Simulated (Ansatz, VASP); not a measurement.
**SbPt in VASP and in Ansatz**

Contents of INCAR:

```
SYSTEM = SbPt
PREC = Accurate
ENCUT = 600
EDIFF = 1E-6
ISMEAR = 0
SIGMA = 0.1
LREAL = .False.
LASPH = .True.
NELM = 80
ALGO = Normal
ISIF = 3
LWAVE = .False.
LCHARG = .False.
GGA = PS
IBRION = 2
NSW = 100
EDIFFG = -0.005
```

File KPOINTS:

```
Automatic mesh
0
Gamma
  12 12 8
  0 0 0
```

The input POSCAR:

```
SbPt
1.0
    4.1299978706      0.0000000000      0.0000000000
   -2.0649989353      3.5766830735      0.0000000000
    0.0000000000      0.0000000000      5.4720000000
Sb Pt
2 2
Direct
    0.3333333333      0.6666666667      0.2500000000
    0.6666666667      0.3333333333      0.7500000000
    0.0000000000      0.0000000000      0.0000000000
    0.0000000000      0.0000000000      0.5000000000
```

Input for Ansatz:

```yaml
crystal:
  lattice:
    - [4.1299978706, 0.0, 0.0]
    - [-2.0649989353, 3.5766830735, 0.0]
    - [0.0, 0.0, 5.472]
  atoms:
    - { symbol: Sb, position: [0.3333333333, 0.6666666667, 0.25] }
    - { symbol: Sb, position: [0.6666666667, 0.3333333333, 0.75] }
    - { symbol: Pt, position: [0.0, 0.0, 0.0] }
    - { symbol: Pt, position: [0.0, 0.0, 0.5] }
basis:
  ecutwfc: 420
kpoints:
  mp_grid: { grid: [12, 12, 8] }
hamiltonian:
  xc: pbesol
scf:
  occupations: { method: gaussian, width: 0.1 }
output:
  forces: true
  stress: true
  eigenvalues: true
relax:
  adjacent_minimum: "off"
  f_tol: 0.005
  max_steps: 80
  cell: { stress_tol: 0.05 }
```

Alike in both runs: task relaxation of cell and atoms; functional PBEsol; k mesh 12 × 12 × 8; occupations gaussian, width 0.1 eV; no spin polarisation.

```csv
,VASP,Ansatz
version,VASP 6.6.1,Ansatz 0.2.0
potentials or method,"VASP PAW PBE potentials, release 64 (Sb, Pt), cutoff 600 eV","scalar-relativistic, plane waves, PAW"
valence electrons in the cell,30,66
```

VASP gave:

- gap on the k mesh at the Fermi level, each at its own relaxed structure (eV): none
- relaxed volume (Å³/atom): 20.57
- relaxed length of the cell vector where the two differ most in proportion (Å): 4.169

Q: What did Ansatz give for the same quantities?

A: gap on the k mesh at the Fermi level, each at its own relaxed structure (eV): none; relaxed volume (Å³/atom): 20.60; relaxed length of the cell vector where the two differ most in proportion (Å): 4.171.

VASP's potentials were made for PBE, not for PBEsol. A gap of «none» marks a metal or a gap that the smearing closes. VASP's potentials hold 30 valence electrons a cell and Ansatz's 66, so a difference there can come from the potentials and not from the codes.

Spin-orbit coupling is off throughout.
